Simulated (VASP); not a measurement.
# NbI7 (Im-3m) in VASP: further runs

The runs below take NbI7 through single point, relaxation of cell and atoms, with PBE.

Everything below comes from runs of VASP 6.6.1. Logs are shortened: lines on timing, memory, paths and dates and some standing lists are left out, and cuts for length are marked.

## Step 1: The cell of the first run

The structure is cubic, space group Im-3m (No. 229). The conventional cell has a = 8.816 Å, b = 8.816 Å, c = 8.816 Å, α = 90.00°, β = 90.00°, γ = 90.00°. Nb (site symmetry m-3m) has 14 I at 3.82 to 4.41 Å within 5.0 Å. I (site symmetry 4/mmm) has 12 I at 3.82 to 4.41 Å and 2 Nb at 4.41 Å within 5.0 Å. I (site symmetry -3m) has 2 Nb at 3.82 Å and 12 I at 3.82 to 4.41 Å within 5.0 Å.

The cell was built from a structure type or drawn by symmetry, and may not be a known phase.

## Step 2: Single point, PBE

File INCAR:

```
ALGO = Normal ; EDIFF = 1E-6
ENCUT = 520 ; GGA = PE
ISIF = 2 ; ISMEAR = 0
LASPH = T ; LCHARG = F
LREAL = F ; LWAVE = F
NBANDS = 41 ; NELM = 60
PREC = Accurate ; SIGMA = 0.1
```

File KPOINTS:

```
k-points
0
Gamma
  4 4 4
```

File POSCAR:

```
NbI7
1.0
   -4.4078249000      4.4078249000      4.4078249000
    4.4078249000     -4.4078249000      4.4078249000
    4.4078249000      4.4078249000     -4.4078249000
Nb I
1 7
Direct
    0.0000000000      0.0000000000      0.0000000000
    0.0000000000      0.5000000000      0.5000000000
    0.5000000000      0.5000000000      0.0000000000
    0.5000000000      0.0000000000      0.5000000000
    0.0000000000      0.0000000000      0.5000000000
    0.0000000000      0.5000000000      0.0000000000
    0.5000000000      0.0000000000      0.0000000000
    0.5000000000      0.5000000000      0.5000000000
```

Potentials or basis: VASP PAW PBE potentials, release 64 (Nb_sv, I).

Run with:

```bash
$ cat potpaw_PBE.64/Nb_sv/POTCAR potpaw_PBE.64/I/POTCAR > POTCAR
$ mpirun -np 1 vasp_std > vasp.out
```

OUTCAR:

```text
EDIFF = 1E-6
   ENCUT = 520
   GGA = PE
   ISIF = 2
   ISMEAR = 0
   LASPH = T
   LREAL = F
   NELM = 60
   PREC = Accurate

 ion  position               nearest neighbor table
   1  0.000  0.000  0.000-
   2  0.000  0.500  0.500-
   3  0.500  0.500  0.000-
   4  0.500  0.000  0.500-
   5  0.000  0.000  0.500-
   6  0.000  0.500  0.000-
   7  0.500  0.000  0.000-
   8  0.500  0.500  0.500-

  LATTYP: Found a body centered cubic cell.
 ALAT       =     8.8156498000

  Lattice vectors:

 A1 = (  -4.4078249000,   4.4078249000,   4.4078249000)
 A2 = (   4.4078249000,  -4.4078249000,   4.4078249000)
 A3 = (   4.4078249000,   4.4078249000,  -4.4078249000)

Analysis of symmetry for initial positions (statically):
=====================================================================
 Subroutine PRICEL returns:
 Original cell was already a primitive cell.

 Routine SETGRP: Setting up the symmetry group for a
 body centered cubic supercell.

 Subroutine GETGRP returns: Found 48 space group operations
 (whereof 48 operations were pure point group operations)
 out of a pool of 48 trial point group operations.

The static configuration has the point symmetry O_h .

Analysis of symmetry for dynamics (positions and initial velocities):
=====================================================================
 Subroutine PRICEL returns:
 Original cell was already a primitive cell.

 Routine SETGRP: Setting up the symmetry group for a
 body centered cubic supercell.

 Subroutine GETGRP returns: Found 48 space group operations
 (whereof 48 operations were pure point group operations)
 out of a pool of 48 trial point group operations.

The dynamic configuration has the point symmetry O_h .

 Subroutine INISYM returns: Found 48 space group operations
 (whereof 48 operations are pure point group operations),
 and found     1 'primitive' translations

----------------------------------------------------------------------------------------

                                     Primitive cell

  volume of cell :     342.5571

  direct lattice vectors                    reciprocal lattice vectors
    -4.407824900  4.407824900  4.407824900     0.000000000  0.113434633  0.113434633
     4.407824900 -4.407824900  4.407824900     0.113434633  0.000000000  0.113434633
     4.407824900  4.407824900 -4.407824900     0.113434633  0.113434633  0.000000000

  length of vectors
     7.634576678  7.634576678  7.634576678     0.160420796  0.160420796  0.160420796

  position of ions in fractional coordinates (direct lattice)
     0.000000000  0.000000000  0.000000000
     0.000000000  0.500000000  0.500000000
     0.500000000  0.500000000  0.000000000
     0.500000000  0.000000000  0.500000000
     0.000000000  0.000000000  0.500000000
     0.000000000  0.500000000  0.000000000
     0.500000000  0.000000000  0.000000000
     0.500000000  0.500000000  0.500000000

  ion indices of the primitive-cell ions
   primitive index   ion index
                 1           1
                 2           2
                 3           3
                 4           4
                 5           5
                 6           6
                 7           7
                 8           8

----------------------------------------------------------------------------------------

 KPOINTS: k-points

Automatic generation of k-mesh.
 Grid dimensions read from file:
 generate k-points for:    4    4    4

 Generating k-lattice:

  Cartesian coordinates                     Fractional coordinates (reciprocal lattice)
     0.000000000  0.028358658  0.028358658     0.250000000  0.000000000  0.000000000
     0.028358658  0.000000000  0.028358658     0.000000000  0.250000000  0.000000000
     0.028358658  0.028358658  0.000000000     0.000000000  0.000000000  0.250000000

  Length of vectors
     0.040105199  0.040105199  0.040105199

  Shift w.r.t. Gamma in fractional coordinates (k-lattice)
     0.000000000  0.000000000  0.000000000

 Subroutine IBZKPT returns following result:
 ===========================================

 Found      8 irreducible k-points:

 Following reciprocal coordinates:
            Coordinates               Weight
  0.000000  0.000000  0.000000      1.000000
  0.250000  0.000000  0.000000     12.000000
  0.500000  0.000000  0.000000      6.000000
  0.250000  0.250000  0.000000     24.000000
  0.250000  0.250000  0.250000      2.000000
 -0.250000  0.250000  0.250000      6.000000
  0.500000  0.500000  0.250000     12.000000
  0.500000  0.500000  0.500000      1.000000
   k-points           NKPTS =      8   k-points in BZ     NKDIM =      8   number of bands    NBANDS=     41
   number of dos      NEDOS =    301   number of ions     NIONS =      8
   total plane-waves  NPLWV = 216000
   dimension x,y,z NGX =    60 NGY =   60 NGZ =   60
   dimension x,y,z NGXF=   120 NGYF=  120 NGZF=  120
   ions per type =               1   7
   NGX,Y,Z   is equivalent  to a cutoff of  13.07, 13.07, 13.07 a.u.
[... 55 lines left out ...]
  ---------------------------------------------------
  free energy    TOTEN  =       -13.48107631 eV

  energy without entropy =      -13.37054683  energy(sigma->0) =      -13.42581157

 E-fermi :   2.6625     XC(G=0):  -8.2294

 val. band max:        2.6572039497   @ k =   0.5000   0.5000   0.5000
 cond. band min:       2.6666795903   @ k =   0.2500   0.0000   0.0000
 fundamental gap:      0.0094756406
 Fermi energy:         2.6625483682

 k-point     1 :       0.0000    0.0000    0.0000
  band No.  band energies     occupation
      1     -53.6882      2.00000
      2     -29.6928      2.00000
      3     -29.6928      2.00000
      4     -29.6928      2.00000
      5      -9.8189      2.00000
      6      -9.0931      2.00000
[... 33 lines left out ...]
     40       7.9909      0.00000
     41       8.6822      0.00000

 k-point     2 :       0.2500    0.0000    0.0000
  band No.  band energies     occupation
      1     -53.6882      2.00000
      2     -29.6928      2.00000
      3     -29.6928      2.00000
      4     -29.6928      2.00000
      5      -9.7167      2.00000
      6      -9.1696      2.00000
[... 33 lines left out ...]
     40       8.1773      0.00000
     41       8.3604      0.00000

 k-point     3 :       0.5000    0.0000    0.0000
  band No.  band energies     occupation
      1     -53.6882      2.00000
      2     -29.6928      2.00000
      3     -29.6928      2.00000
      4     -29.6928      2.00000
      5      -9.4985      2.00000
      6      -9.3949      2.00000
[... 33 lines left out ...]
     40       7.8903      0.00000
     41       8.0348      0.00000

 k-point     4 :       0.2500    0.2500    0.0000
  band No.  band energies     occupation
      1     -53.6882      2.00000
      2     -29.6928      2.00000
      3     -29.6928      2.00000
      4     -29.6928      2.00000
      5      -9.5372      2.00000
      6      -9.2768      2.00000
[... 33 lines left out ...]
     40       7.4892      0.00000
     41       8.0578      0.00000

 k-point     5 :       0.2500    0.2500    0.2500
  band No.  band energies     occupation
      1     -53.6882      2.00000
      2     -29.6928      2.00000
      3     -29.6928      2.00000
      4     -29.6928      2.00000
      5      -9.3466      2.00000
      6      -9.3466      2.00000
[... 33 lines left out ...]
     40       7.3384      0.00000
     41       7.3384      0.00000

 k-point     6 :      -0.2500    0.2500    0.2500
  band No.  band energies     occupation
      1     -53.6882      2.00000
      2     -29.6928      2.00000
      3     -29.6928      2.00000
      4     -29.6928      2.00000
      5      -9.6183      2.00000
      6      -9.1638      2.00000
[... 33 lines left out ...]
     40       7.7582      0.00000
     41       7.7582      0.00000

 k-point     7 :       0.5000    0.5000    0.2500
  band No.  band energies     occupation
      1     -53.6882      2.00000
      2     -29.6928      2.00000
      3     -29.6928      2.00000
      4     -29.6928      2.00000
      5      -9.4040      2.00000
      6      -9.3309      2.00000
[... 33 lines left out ...]
     40       7.3087      0.00000
     41       7.6834      0.00000

 k-point     8 :       0.5000    0.5000    0.5000
  band No.  band energies     occupation
      1     -53.6882      2.00000
      2     -29.6928      2.00000
      3     -29.6928      2.00000
      4     -29.6928      2.00000
      5      -9.2314      2.00000
      6      -9.2314      2.00000
[... 33 lines left out ...]
     40       6.8078      0.00000
     41       6.8078      0.00000

------------------------ aborting loop because EDIFF is reached ----------------------------------------

  FORCE on cell =-STRESS in cart. coord.  units (eV):
  Direction    XX          YY          ZZ          XY          YZ          ZX
  --------------------------------------------------------------------------------------
  -------------------------------------------------------------------------------------
  Total       -9.3926713     -9.3926713     -9.3926713     -0.0000000     -0.0000000      0.0000000
  in kB      -43.9305572    -43.9305572    -43.9305572     -0.0000000     -0.0000000      0.0000000
  external PRESSURE =     -43.9305572 kB  Pullay stress =       0.0000000 kB

 VOLUME and BASIS-vectors are now :
 -----------------------------------------------------------------------------
  energy-cutoff  :      520.00
  volume of cell :      342.56
      direct lattice vectors                 reciprocal lattice vectors
    -4.407824900  4.407824900  4.407824900     0.000000000  0.113434633  0.113434633
     4.407824900 -4.407824900  4.407824900     0.113434633  0.000000000  0.113434633
     4.407824900  4.407824900 -4.407824900     0.113434633  0.113434633  0.000000000

 POSITION                                       TOTAL-FORCE (eV/Angst)
 -----------------------------------------------------------------------------------
      0.00000      0.00000      0.00000         0.000000     -0.000000      0.000000
      4.40782      0.00000      0.00000        -0.000000      0.000000      0.000000
      0.00000      0.00000      4.40782         0.000000      0.000000     -0.000000
      0.00000      4.40782      0.00000        -0.000000      0.000000     -0.000000
      2.20391      2.20391     -2.20391         0.000000     -0.000000      0.000000
      2.20391     -2.20391      2.20391         0.000000     -0.000000      0.000000
     -2.20391      2.20391      2.20391        -0.000000     -0.000000      0.000000
      2.20391      2.20391      2.20391         0.000000     -0.000000      0.000000
 -----------------------------------------------------------------------------------
    total drift:                               -0.000000     -0.000000      0.000000

  FREE ENERGIE OF THE ION-ELECTRON SYSTEM (eV)
  ---------------------------------------------------
  free  energy   TOTEN  =       -13.4810763077 eV

  energy  without entropy=      -13.3705468289  energy(sigma->0) =      -13.42581157
```

It took 3.3 min on 1 thread of AMD EPYC 9R45 (Zen 5), shared host; peak memory 0.49 GiB.

Results:

```
Free energy            : -13.4811 eV
Pressure               : -4.4 GPa
Band gap on the k mesh : zero (bands 31 and 32 overlap by 0.86 eV)
```

Caveat: the cell stands under tension; spin-orbit coupling is left out, which moves the levels of the heavy elements.

## Step 3: Single point, PBE

This run uses another cell than the first one, of 32.34 Å³/atom.

File INCAR:

```
ALGO = Normal
EDIFF = 1E-6
ENCUT = 520
GGA = PE
ISIF = 2
ISMEAR = 0
LASPH = True
LCHARG = False
LREAL = False
LWAVE = False
NBANDS = 41
NELM = 60
PREC = Accurate
SIGMA = 0.1
```

KPOINTS is that of step 2.

POSCAR, as its differences from that of step 2:

```diff
@@ -2,5 +2,5 @@
 1.0
-   -4.4078249000      4.4078249000      4.4078249000
-    4.4078249000     -4.4078249000      4.4078249000
-    4.4078249000      4.4078249000     -4.4078249000
+   -4.0140662341      4.0140662341      4.0140662341
+    4.0140662341     -4.0140662341      4.0140662341
+    4.0140662341      4.0140662341     -4.0140662341
 Nb I
```

Potentials or basis: VASP PAW PBE potentials, release 64 (Nb_sv, I).

Run with:

```bash
$ cat potpaw_PBE.64/Nb_sv/POTCAR potpaw_PBE.64/I/POTCAR > POTCAR
$ mpirun -np 1 vasp_std > vasp.out
```

Wall time 2.1 min (1 thread of AMD EPYC 9R45 (Zen 5), shared host); peak memory 0.38 GiB.

The run converged. Its results:

* Free energy: -15.0567 eV
* Pressure: -0.1 GPa
* Band gap on the k mesh: zero (bands 31 and 32 overlap by 1.46 eV)

Levels at points of the mesh, in eV from the Fermi level:
| k point | band 29 | band 30 | band 31 | band 32 | band 33 | band 34 | band 35 | band 36 |
| --- | --- | --- | --- | --- | --- | --- | --- | --- |
| (0.00, 0.00, 0.00) | -0.28 | -0.28 | -0.28 | -0.22 | 0.39 | 0.39 | 0.39 | 0.67 |
| (0.50, 0.00, 0.00) | -0.43 | -0.29 | 0.01 | 0.17 | 0.17 | 0.24 | 0.29 | 0.61 |
| (0.50, 0.50, 0.50) | -1.57 | -1.41 | -1.41 | -1.41 | -0.10 | -0.10 | 1.08 | 1.08 |

Caveat: spin-orbit coupling is left out, which moves the levels of the heavy elements.

## Step 4: Relaxation of cell and atoms, PBE

File INCAR:

```
SYSTEM = NbI7
  PREC = Accurate
  ENCUT = 600
  EDIFF = 1E-6
  ISMEAR = 0
  SIGMA = 0.1
  LREAL = .FALSE.
  LASPH = .TRUE.
  NELM = 80
  ALGO = Normal
  ISIF = 3
  LWAVE = .FALSE.
  LCHARG = .FALSE.
  GGA = PE
  IBRION = 2
  NSW = 90
  EDIFFG = -0.04
```

File KPOINTS:

```
regular mesh
0
G
  4 4 4
  0 0 0
```

POSCAR, as its differences from that of step 3:

```diff
@@ -2,5 +2,5 @@
 1.0
-   -4.0140662341      4.0140662341      4.0140662341
-    4.0140662341     -4.0140662341      4.0140662341
-    4.0140662341      4.0140662341     -4.0140662341
+   -4.4078249000      4.4078249000      4.4078249000
+    4.4078249000     -4.4078249000      4.4078249000
+    4.4078249000      4.4078249000     -4.4078249000
 Nb I
```

Run with:

```bash
$ cat potpaw_PBE.64/Nb_sv/POTCAR potpaw_PBE.64/I/POTCAR > POTCAR
$ mpirun -np 1 vasp_std > vasp.out
```

It took 12 min on 1 thread of AMD EPYC 9R45 (Zen 5), shared host; peak memory 0.62 GiB.

Results (log left out):

* Free energy: -15.0594 eV
* Relaxed volume: 32.15 Å³/atom
* Relaxed cell: a = 6.939 Å, b = 6.939 Å, c = 6.939 Å, α = 109.47°, β = 109.47°, γ = 109.47°
* Space group after relaxing (to 0.1 Å): Im-3m (No. 229)
* Energy gained by relaxing: 197.3 meV/atom
* Ionic steps: 4
* Pressure after relaxing: 0.1 GPa
* Band gap on the k mesh: zero (bands 31 and 32 overlap by 1.47 eV)

Step by step:
```csv
step,energy change (eV),largest force (eV/Å),pressure (GPa),volume (Å³)
1,0.0000,0.0000,-4.39,342.56
2,-1.2971,0.0000,-2.71,287.60
3,-1.5746,0.0000,-0.41,261.19
4,-1.5788,0.0000,0.08,257.18
```

Final structure:
```
Nb I
1.0
    -4.00613    4.00613    4.00613
     4.00613   -4.00613    4.00613
     4.00613    4.00613   -4.00613
Nb I
1 7
Direct
  0.00000 0.00000 0.00000
  0.00000 0.50000 0.50000
  0.50000 0.50000 0.00000
  0.50000 0.00000 0.50000
  0.00000 0.00000 0.50000
  0.00000 0.50000 0.00000
  0.50000 0.00000 0.00000
  0.50000 0.50000 0.50000
```

Levels at points of the mesh, in eV from the Fermi level:
```csv
k point,band 29,band 30,band 31,band 32,band 33,band 34,band 35,band 36
"(0.00, 0.00, 0.00)",-0.28,-0.28,-0.28,-0.22,0.39,0.39,0.39,0.68
"(0.50, 0.00, 0.00)",-0.43,-0.29,0.01,0.17,0.17,0.24,0.29,0.62
"(0.50, 0.50, 0.50)",-1.59,-1.43,-1.43,-1.43,-0.10,-0.10,1.09,1.09
```

Caveat: the volume moved by over 15 % at a fixed basis, so the end points are rough; spin-orbit coupling is left out, which moves the levels of the heavy elements.

## Step 5: Single point, PBE, collinear spin

This run uses another cell than the first one, of 32.34 Å³/atom.

File INCAR:

```
SYSTEM = NbI7
PREC = Accurate
ENCUT = 520
EDIFF = 1E-6
ISMEAR = 0
SIGMA = 0.1
LREAL = .FALSE.
LASPH = .TRUE.
NELM = 150
ALGO = Normal
ISIF = 2
LWAVE = .FALSE.
LCHARG = .FALSE.
ISPIN = 2
MAGMOM = 1 0 0 0 0 0 0 0
LORBIT = 11
LMAXMIX = 4
GGA = PE
NBANDS = 45
```

KPOINTS is that of step 4.

POSCAR, as its differences from that of step 4:

```diff
@@ -2,5 +2,5 @@
 1.0
-   -4.4078249000      4.4078249000      4.4078249000
-    4.4078249000     -4.4078249000      4.4078249000
-    4.4078249000      4.4078249000     -4.4078249000
+   -4.0140662341      4.0140662341      4.0140662341
+    4.0140662341     -4.0140662341      4.0140662341
+    4.0140662341      4.0140662341     -4.0140662341
 Nb I
```

Run with:

```bash
$ cat potpaw_PBE.64/Nb_sv/POTCAR potpaw_PBE.64/I/POTCAR > POTCAR
$ mpirun -np 1 vasp_std > vasp.out
```

Run time: 6.8 min. Hardware: 1 thread of AMD EPYC 9R45 (Zen 5), shared host; peak memory 0.56 GiB.

It converged, with:

- Free energy: -15.7131 eV
- Pressure: 0.9 GPa
- Net moment: 1.61 μB per cell
- Site moments: Nb +2.14; I -0.13, -0.14 (each value once) μB
- Valence electrons inside the program's atomic spheres: Nb 10.46; I 4.21, 4.20 (each value once)

Levels at points of the mesh, in eV from the Fermi level:
Spin up:
```csv
k point,band 28,band 29,band 30,band 31,band 32,band 33,band 34,band 35,band 36,band 37
"(0.00, 0.00, 0.00)",-0.43,-0.38,-0.33,-0.33,-0.33,0.61,0.61,0.61,0.90,0.90
"(0.50, 0.00, 0.00)",-0.59,-0.36,-0.25,-0.23,-0.07,0.26,0.34,0.46,0.84,1.07
"(0.50, 0.50, 0.50)",-1.37,-1.37,-1.19,-1.19,-1.19,-0.54,-0.54,1.02,1.02,1.02
```
Spin down:
| k point | band 29 | band 30 | band 31 | band 32 | band 33 | band 34 |
| --- | --- | --- | --- | --- | --- | --- |
| (0.00, 0.00, 0.00) | 0.46 | 0.71 | 0.75 | 0.75 | 0.75 | 1.06 |
| (0.50, 0.00, 0.00) | -0.20 | -0.20 | 0.32 | 0.68 | 1.24 | 1.26 |
| (0.50, 0.50, 0.50) | -1.50 | -1.32 | -1.32 | -1.32 | 1.65 | 1.65 |

Caveat: spin-orbit coupling is left out, which moves the levels of the heavy elements.

## Step 6: Summary

```csv
task,spin,cell,cutoff (eV),gap on the mesh (eV),pressure (GPa)
single point,off,"a = 7.635 Å, angles 109.5°, 8 atoms",520,none,-4.4
single point,off,"a = 6.953 Å, angles 109.5°, 8 atoms",520,none,-0.1
relaxation of cell and atoms,off,"relaxed from a = 7.635 Å, angles 109.5°, 8 atoms",600,none,0.1
single point,collinear,"a = 6.953 Å, angles 109.5°, 8 atoms",520,none,0.9
```

Alike in all rows: level PBE; potentials or basis VASP PAW PBE potentials, release 64 (Nb_sv, I); k mesh 4 × 4 × 4; smearing gaussian 0.1 eV.

Caveats: spin-orbit coupling is left out, which moves the levels of the heavy elements; the cell stands under tension (at least some runs); the volume moved by over 15 % at a fixed basis, so the end points are rough (at least some runs).

Total energies depend on the potentials used, so only differences within one code and one set of settings carry meaning.
